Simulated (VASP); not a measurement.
# Co (Pm-3n) in VASP: notebook

Co is run at these levels: r2SCAN; tasks: single point.

All numbers are computed with VASP 6.6.1; they aren't measurements. Logs are shortened: lines on timing, memory, paths and dates and some standing lists are left out, and cuts for length are marked.

## (1) The cell of the first run

Symmetry: Pm-3n, No. 223, cubic system. The conventional cell has a = 4.341 Å, b = 4.341 Å, c = 4.341 Å, α = 90.00°, β = 90.00°, γ = 90.00°. Co (site symmetry m-3) has 12 Co at 2.43 Å within 3.2 Å. Within 2.9 Å of Co (site symmetry -4m2) lie 14 Co at 2.17 to 2.66 Å.

## (2) Single point, r2SCAN

Contents of POSCAR:

```
Co
1.0
    4.3408373927      0.0000000000      0.0000000000
    0.0000000000      4.3408373927      0.0000000000
    0.0000000000      0.0000000000      4.3408373927
Co
8
Direct
    0.0000000000      0.0000000000      1.0000000000
    0.5000000000      0.5000000000      0.5000000000
    0.2500000000      1.0000000000      0.5000000000
    0.7500000000      0.0000000000      0.5000000000
    0.5000000000      0.2500000000      0.0000000000
    0.5000000000      0.7500000000      1.0000000000
    1.0000000000      0.5000000000      0.2500000000
    1.0000000000      0.5000000000      0.7500000000
```

Contents of INCAR.step1:

```
SYSTEM = Co
PREC = Accurate
ENCUT = 520
ISMEAR = -1
SIGMA = 0.1
LREAL = .False.
LASPH = .True.
NELM = 100
NBANDS = 46
GGA = PE
ALGO = Normal
EDIFF = 1E-4
LWAVE = .True.
LCHARG = .False.
```

Contents of INCAR.step2:

```
SYSTEM = Co
PREC = Accurate
ENCUT = 520
EDIFF = 1E-6
ISMEAR = -1
SIGMA = 0.1
LREAL = .False.
LASPH = .True.
NELM = 100
ALGO = Normal
ISIF = 2
LWAVE = .False.
LCHARG = .False.
METAGGA = R2SCAN
LMIXTAU = .True.
NBANDS = 46
ISTART = 1
```

Contents of KPOINTS:

```
Automatic mesh
0
Gamma
  6 6 6
  0 0 0
```

Potentials or basis: VASP PAW PBE potentials, release 64 (Co).

Command:

```
> cat potpaw_PBE.64/Co/POTCAR > POTCAR
> cp INCAR.step1 INCAR
> mpirun -np 1 vasp_std > vasp.out
> cp INCAR.step2 INCAR
> mpirun -np 1 vasp_std > vasp.out
```

OUTCAR:

```text
SYSTEM = Co
   PREC = Accurate
   ENCUT = 520
   EDIFF = 1E-6
   ISMEAR = -1
   LREAL = .False.
   LASPH = .True.
   NELM = 100
   ISIF = 2
   METAGGA = R2SCAN
   ISTART = 1

 ion  position               nearest neighbor table
   1  0.000  0.000  0.000-   3 2.43   4 2.43   5 2.43   6 2.43   7 2.43   8 2.43   3 2.43   4 2.43
                             7 2.43   8 2.43   5 2.43   6 2.43
   2  0.500  0.500  0.500-   3 2.43   4 2.43   5 2.43   6 2.43   7 2.43   8 2.43   5 2.43   6 2.43
                             3 2.43   4 2.43   7 2.43   8 2.43
   3  0.250  0.000  0.500-   4 2.17   4 2.17   1 2.43   1 2.43   2 2.43   2 2.43   8 2.66   5 2.66
                             5 2.66   6 2.66   6 2.66   7 2.66   8 2.66   7 2.66
   4  0.750  0.000  0.500-   3 2.17   3 2.17   1 2.43   1 2.43   2 2.43   2 2.43   8 2.66   5 2.66
                             5 2.66   6 2.66   6 2.66   7 2.66   8 2.66   7 2.66
   5  0.500  0.250  0.000-   6 2.17   6 2.17   1 2.43   2 2.43   2 2.43   1 2.43   8 2.66   4 2.66
                             3 2.66   4 2.66   3 2.66   7 2.66   7 2.66   8 2.66
   6  0.500  0.750  0.000-   5 2.17   5 2.17   1 2.43   2 2.43   2 2.43   1 2.43   8 2.66   4 2.66
                             3 2.66   4 2.66   3 2.66   7 2.66   7 2.66   8 2.66
   7  0.000  0.500  0.250-   8 2.17   8 2.17   1 2.43   2 2.43   1 2.43   2 2.43   3 2.66   4 2.66
                             5 2.66   3 2.66   4 2.66   6 2.66   5 2.66   6 2.66
   8  0.000  0.500  0.750-   7 2.17   7 2.17   1 2.43   2 2.43   1 2.43   2 2.43   3 2.66   4 2.66
                             5 2.66   3 2.66   4 2.66   6 2.66   5 2.66   6 2.66

  LATTYP: Found a simple cubic cell.
 ALAT       =     4.3408373927

  Lattice vectors:

 A1 = (   4.3408373927,   0.0000000000,   0.0000000000)
 A2 = (   0.0000000000,   4.3408373927,   0.0000000000)
 A3 = (   0.0000000000,   0.0000000000,   4.3408373927)

Analysis of symmetry for initial positions (statically):
=====================================================================
 Subroutine PRICEL returns:
 Original cell was already a primitive cell.

 Routine SETGRP: Setting up the symmetry group for a
 simple cubic supercell.

 Subroutine GETGRP returns: Found 48 space group operations
 (whereof 24 operations were pure point group operations)
 out of a pool of 48 trial point group operations.

The static configuration has the point symmetry T_h .
 The point group associated with its full space group is O_h .

Analysis of symmetry for dynamics (positions and initial velocities):
=====================================================================
 Subroutine PRICEL returns:
 Original cell was already a primitive cell.

 Routine SETGRP: Setting up the symmetry group for a
 simple cubic supercell.

 Subroutine GETGRP returns: Found 48 space group operations
 (whereof 24 operations were pure point group operations)
 out of a pool of 48 trial point group operations.

The dynamic configuration has the point symmetry T_h .
 The point group associated with its full space group is O_h .

 Subroutine INISYM returns: Found 48 space group operations
 (whereof 24 operations are pure point group operations),
 and found     1 'primitive' translations

----------------------------------------------------------------------------------------

                                     Primitive cell

  volume of cell :      81.7938

  direct lattice vectors                    reciprocal lattice vectors
     4.340837393  0.000000000  0.000000000     0.230370297  0.000000000  0.000000000
     0.000000000  4.340837393  0.000000000     0.000000000  0.230370297  0.000000000
     0.000000000  0.000000000  4.340837393     0.000000000  0.000000000  0.230370297

  length of vectors
     4.340837393  4.340837393  4.340837393     0.230370297  0.230370297  0.230370297

  position of ions in fractional coordinates (direct lattice)
     0.000000000  0.000000000  0.000000000
     0.500000000  0.500000000  0.500000000
     0.250000000  0.000000000  0.500000000
     0.750000000  0.000000000  0.500000000
     0.500000000  0.250000000  0.000000000
     0.500000000  0.750000000  0.000000000
     0.000000000  0.500000000  0.250000000
     0.000000000  0.500000000  0.750000000

  ion indices of the primitive-cell ions
   primitive index   ion index
                 1           1
                 2           2
                 3           3
                 4           4
                 5           5
                 6           6
                 7           7
                 8           8

----------------------------------------------------------------------------------------

 KPOINTS: Automatic mesh

Automatic generation of k-mesh.
 Grid dimensions read from file:
 generate k-points for:    6    6    6

 Generating k-lattice:

  Cartesian coordinates                     Fractional coordinates (reciprocal lattice)
     0.038395050  0.000000000  0.000000000     0.166666667  0.000000000  0.000000000
     0.000000000  0.038395050  0.000000000     0.000000000  0.166666667  0.000000000
     0.000000000  0.000000000  0.038395050     0.000000000  0.000000000  0.166666667

  Length of vectors
     0.038395050  0.038395050  0.038395050

  Shift w.r.t. Gamma in fractional coordinates (k-lattice)
     0.000000000  0.000000000  0.000000000

 Subroutine IBZKPT returns following result:
 ===========================================

 Found     20 irreducible k-points:

 Following reciprocal coordinates:
            Coordinates               Weight
  0.000000  0.000000  0.000000      1.000000
  0.166667  0.000000  0.000000      6.000000
  0.333333  0.000000  0.000000      6.000000
  0.500000  0.000000  0.000000      3.000000
  0.166667  0.166667  0.000000     12.000000
  0.333333  0.166667  0.000000     24.000000
[... 12 lines left out ...]
  0.500000  0.500000  0.333333      6.000000
  0.500000  0.500000  0.500000      1.000000
   k-points           NKPTS =     20   k-points in BZ     NKDIM =     20   number of bands    NBANDS=     46
   number of dos      NEDOS =    301   number of ions     NIONS =      8
   total plane-waves  NPLWV =  32768
   dimension x,y,z NGX =    32 NGY =   32 NGZ =   32
   dimension x,y,z NGXF=    64 NGYF=   64 NGZF=   64
   ions per type =               8
   NGX,Y,Z   is equivalent  to a cutoff of  12.26, 12.26, 12.26 a.u.
   NGXF,Y,Z  is equivalent  to a cutoff of  24.51, 24.51, 24.51 a.u.
 SYSTEM =  Co
   PREC   = accura    normal or accurate (medium, high low for compatibility)
   ISTART =      1    job   : 0-new  1-cont  2-samecut
   ICHARG =      0    charge: 1-file 2-atom 10-const
   ISPIN  =      1    spin polarized calculation?
   LNONCOLLINEAR =      F non collinear calculations
   LSORBIT =      F    spin-orbit coupling
   LASPH  =      T    aspherical Exc in radial PAW
   ENCUT  =  520.0 eV  38.22 Ry    6.18 a.u.   8.07  8.07  8.07*2*pi/ulx,y,z
   NELM   =    100;   NELMIN=  2; NELMDL=  0     # of ELM steps
   EDIFF  = 0.1E-05   stopping-criterion for ELM
   LREAL  =      F    real-space projection
[... 7 lines left out ...]
   TEBEG  =    0.0;   TEEND  =   0.0 temperature during run
   PSTRESS=    0.0 pullay stress
   NELECT =      72.0000    total number of electrons
   NUPDOWN=      -1.0000    fix difference up-down
   EMIN   =  10.00;   EMAX   =-10.00  energy-range for DOS
   EFERMI =   0.00;   METHOD = LEGACY
   ISMEAR =    -1;   SIGMA  =   0.10  broadening in eV -4-tet -1-fermi 0-gaus
   EFERMI_NEDOS =   21; number of points for ismear=-14 and -15
   IALGO  =     38    algorithm
   IMIX   =      4    mixing-type and parameters
     AMIX     =   0.40;   BMIX     =  1.00
     AMIX_MAG =   1.60;   BMIX_MAG =  1.00
  volume/ion in A,a.u.               =      10.22        69.00
  Fermi-wavevector in a.u.,A,eV,Ry     =   1.568961  2.964906 33.492626  2.461639
  Thomas-Fermi vector in A             =   2.670914
   LORBIT       =      0    0 simple, 1 ext, 2 COOP (PROOUT), +10 PAW based schemes
   METAGGA = R2SCAN    functional components
   LHFCALC =     F    Hartree Fock is set to
   AEXX    =    0.0000 exact exchange contribution
   IVDW    =     0    specifies the selected vdW correction
   LEPSILON=     F    determine dielectric tensor
   LRPA    =     F    only Hartree local field effects (RPA)
 non-spin polarized calculation
  energy-cutoff  :      520.00
  volume of cell :       81.79
 maximum number of plane-waves:      2272
   NGX = 17   NGY = 17   NGZ = 17

 number of electron      72.0000009 magnetization

 Free energy of the ion-electron system (eV)
  ---------------------------------------------------
  ext. energy  EPLUGINS =         0.00000000
  ---------------------------------------------------
  free energy    TOTEN  =      -100.58081759 eV

  energy without entropy =      -99.82874673  energy(sigma->0) =     -100.20478216

 E-fermi :  10.8914     XC(G=0): -14.9941

 val. band max:       10.8821704868   @ k =   0.5000   0.3333   0.1667
 cond. band min:      10.8989635419   @ k =   0.1667   0.1667   0.1667
 fundamental gap:      0.0167930551
 Fermi energy:        10.8914361115

 k-point     1 :       0.0000    0.0000    0.0000
  band No.  band energies     occupation
      1       1.2685      2.00000
      2       5.7058      2.00000
      3       5.7058      2.00000
      4       6.5022      2.00000
      5       6.8166      2.00000
      6       6.8166      2.00000
[... 38 lines left out ...]
     45      14.7483      0.00000
     46      14.7483      0.00000

 k-point     2 :       0.1667    0.0000    0.0000
  band No.  band energies     occupation
      1       1.5212      2.00000
      2       5.5119      2.00000
      3       5.8628      2.00000
      4       6.1184      2.00000
      5       6.7655      2.00000
      6       6.7655      2.00000
[... 38 lines left out ...]
     45      14.5990      0.00000
     46      14.9060      0.00000

 k-point     3 :       0.3333    0.0000    0.0000
  band No.  band energies     occupation
      1       2.2528      2.00000
      2       4.6498      2.00000
      3       5.8250      2.00000
      4       6.0586      2.00000
      5       6.7048      2.00000
      6       6.7048      2.00000
[... 38 lines left out ...]
     45      14.2972      0.00000
     46      14.6290      0.00000

 k-point     4 :       0.5000    0.0000    0.0000
  band No.  band energies     occupation
      1       3.3708      2.00000
      2       3.3708      2.00000
      3       5.9010      2.00000
      4       5.9010      2.00000
      5       6.7027      2.00000
      6       6.7027      2.00000
[... 724 lines left out ...]
     45      12.5880      0.00000
     46      12.5880      0.00000

 k-point    19 :       0.5000    0.5000    0.3333
  band No.  band energies     occupation
      1       5.5082      2.00000
      2       5.5504      2.00000
      3       5.5751      2.00000
      4       5.5751      2.00000
      5       6.1600      2.00000
      6       6.3806      2.00000
[... 38 lines left out ...]
     45      12.5597      0.00000
     46      13.1976      0.00000

 k-point    20 :       0.5000    0.5000    0.5000
  band No.  band energies     occupation
      1       5.9587      2.00000
      2       5.9587      2.00000
      3       5.9587      2.00000
      4       5.9587      2.00000
      5       5.9587      2.00000
      6       5.9587      2.00000
[... 38 lines left out ...]
     45      11.9976      0.00003
     46      11.9976      0.00003

------------------------ aborting loop because EDIFF is reached ----------------------------------------

  FORCE on cell =-STRESS in cart. coord.  units (eV):
  Direction    XX          YY          ZZ          XY          YZ          ZX
  --------------------------------------------------------------------------------------
  -------------------------------------------------------------------------------------
  Total        0.1125856      0.1125856      0.1125856      0.0000000      0.0000000      0.0000000
  in kB        2.2053263      2.2053263      2.2053263      0.0000000      0.0000000      0.0000000
  external PRESSURE =       2.2053263 kB  Pullay stress =       0.0000000 kB

 VOLUME and BASIS-vectors are now :
 -----------------------------------------------------------------------------
  energy-cutoff  :      520.00
  volume of cell :       81.79
      direct lattice vectors                 reciprocal lattice vectors
     4.340837393  0.000000000  0.000000000     0.230370297  0.000000000  0.000000000
     0.000000000  4.340837393  0.000000000     0.000000000  0.230370297  0.000000000
     0.000000000  0.000000000  4.340837393     0.000000000  0.000000000  0.230370297

 POSITION                                       TOTAL-FORCE (eV/Angst)
 -----------------------------------------------------------------------------------
      0.00000      0.00000      0.00000         0.000000     -0.000000      0.000000
      2.17042      2.17042      2.17042         0.000000     -0.000000      0.000000
      1.08521      0.00000      2.17042         0.000000      0.000000     -0.000000
      3.25563      0.00000      2.17042        -0.000000      0.000000     -0.000000
      2.17042      1.08521      0.00000         0.000000     -0.000000     -0.000000
      2.17042      3.25563      0.00000        -0.000000     -0.000000      0.000000
      0.00000      2.17042      1.08521         0.000000     -0.000000      0.000000
      0.00000      2.17042      3.25563        -0.000000      0.000000      0.000000
 -----------------------------------------------------------------------------------
    total drift:                                0.000000     -0.000000      0.000000

  FREE ENERGIE OF THE ION-ELECTRON SYSTEM (eV)
  ---------------------------------------------------
  free  energy   TOTEN  =      -100.5808175921 eV

  energy  without entropy=      -99.8287467295  energy(sigma->0) =     -100.20478216
```

Run time: 5.2 min. Hardware: 1 thread of Intel Xeon 8259CL, shared host; peak memory 0.21 GiB.

Results:

* Free energy: -100.5808 eV
* Pressure: 0.2 GPa
* Band gap on the k mesh: zero (bands 36 and 37 overlap by 0.23 eV)

Caveat: the PAW data sets were made with another functional, which shifts forces and pressure a little; the run has no spin polarisation, though such a crystal can be magnetic. Spin polarisation is off, so any magnetic state and its effect on volume and gap are missing.

(Part 1 of 2 ends here.)
